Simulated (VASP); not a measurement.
Input of a VASP 6.6.1 run:

Contents of INCAR:

```
SYSTEM = SiC
  PREC = Accurate
  ENCUT = 600
  EDIFF = 1E-6
  ISMEAR = 0
  SIGMA = 0.01
  LREAL = .FALSE.
  LASPH = .TRUE.
  NELM = 120
  ALGO = Normal
  ISIF = 2
  LWAVE = .FALSE.
  LCHARG = .FALSE.
  GGA = PS
  NBANDS = 26
  GGA_COMPAT = .FALSE.
```

Contents of KPOINTS:

```
regular mesh
0
G
  8 8 8
  0 0 0
```

Contents of POSCAR:

```
SiC
1.0
    4.3567947627      0.0000000000      0.0000000000
    0.0000000000     -4.3567947627      0.0000000000
    0.0000000000      0.0000000000     -4.3567947627
Si C
4 4
Direct
    0.2500000000      0.2500000000      0.2500000000
    0.7500000000      0.7500000000      0.2500000000
    0.7500000000      0.2500000000      0.7500000000
    0.2500000000      0.7500000000      0.7500000000
    0.0000000000      1.0000000000      1.0000000000
    0.5000000000      0.5000000000      1.0000000000
    0.5000000000      1.0000000000      0.5000000000
    0.0000000000      0.5000000000      0.5000000000
```

Potentials or basis: VASP PAW PBE potentials, release 64 (Si, C).

Command:

```bash
$ cat potpaw_PBE.64/Si/POTCAR potpaw_PBE.64/C/POTCAR > POTCAR
$ mpirun -np 1 vasp_std > vasp.out
```

(1) Predict the pressure.

(2) Predict the band gap on the k mesh.

## Answers

(1) 0.2 GPa.

(2) 1.23 eV.

Caveat: the PAW data sets were made with another functional, which shifts forces and pressure a little.
